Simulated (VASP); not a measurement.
Runs of VASP 6.6.1 on LiF. The structure is that of space group Aem2 (No. 39), or close to it. The cells are those of the table. 

```csv
cell,k mesh,smearing,gap on the mesh (eV),largest force (eV/Å)
"a = 5.598, b = 5.429, c = 5.429 Å, angles 126.9, 90.0, 90.0°, 12 atoms",4 × 4 × 4,gaussian 0.1 eV,7.23,0.01
"a = 5.352, b = 4.867, c = 4.867 Å, angles 121.5, 90.0, 90.0°, 12 atoms",4 × 4 × 4,gaussian 0.1 eV,7.51,(a)
"a = 4.853, b = 5.435, c = 5.594 Å, angles 90.0, 90.0, 116.5°, 12 atoms",4 × 4 × 4,gaussian 0.1 eV,7.23,0.01
"a = 5.593, b = 5.435, c = 5.435 Å, angles 127.0, 90.0, 90.0°, 12 atoms",4 × 6 × 6,gaussian 0.02 eV,7.23,0.01
"a = 4.846, b = 5.435, c = 5.593 Å, angles 90.0, 90.0, 116.5°, 12 atoms",4 × 4 × 4,gaussian 0.1 eV,7.23,0.01
```

Alike in all rows: task single point; level PBE; potentials or basis VASP PAW PBE potentials, release 64 (Li_sv, F); no spin polarisation; cutoff (eV) 520.

**Question.** Estimate the missing entries.

**Answer.** (a) 1.47.

Caveats: forces of over 1 eV/Å act on the atoms, so gaps and moduli don't describe the material at rest (some runs).

A k mesh can miss the band edges.
